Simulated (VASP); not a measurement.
A run of VASP 6.6.1 is set up as follows.

File INCAR:

```
ALGO     = Normal         # electronic algorithm
EDIFF    = 1E-7           # SCF threshold, eV
ENCUT    = 520            # plane-wave cutoff, eV
GGA      = PS             # functional
ISIF     = 2              # what is computed and relaxed
ISMEAR   = -1             # smearing method
LASPH    = T              # aspherical terms in the spheres
LCHARG   = F              # write CHGCAR
LREAL    = F              # projectors in reciprocal space
LWAVE    = F              # write WAVECAR
NBANDS   = 15             # bands
NELM     = 100            # most SCF steps
PREC     = Accurate       # precision mode
SIGMA    = 0.05           # smearing width, eV
```

File KPOINTS:

```
k-points
0
Gamma
  7 7 7
```

Contents of POSCAR:

```
RbBr
1.0
    0.0000000000      3.4039993070      3.4039993070
    3.4039993070      0.0000000000      3.4039993070
    3.4039993070      3.4039993070      0.0000000000
Rb Br
1 1
Direct
    0.0000000000      0.0000000000      0.0000000000
    0.5000000000      0.5000000000      0.5000000000
```

Potentials or basis: VASP PAW PBE potentials, release 64 (Rb_sv, Br).

Command:

```sh
$ cat potpaw_PBE.64/Rb_sv/POTCAR potpaw_PBE.64/Br/POTCAR > POTCAR
$ mpirun -np 1 vasp_std > vasp.out
```

(1) What does it give for the band gap on the k mesh?

(2) Estimate the pressure.

## Answers

(1) 4.26 eV, direct.

(2) 0.3 GPa.

Caveat: the PAW data sets were made with another functional, which shifts forces and pressure a little.
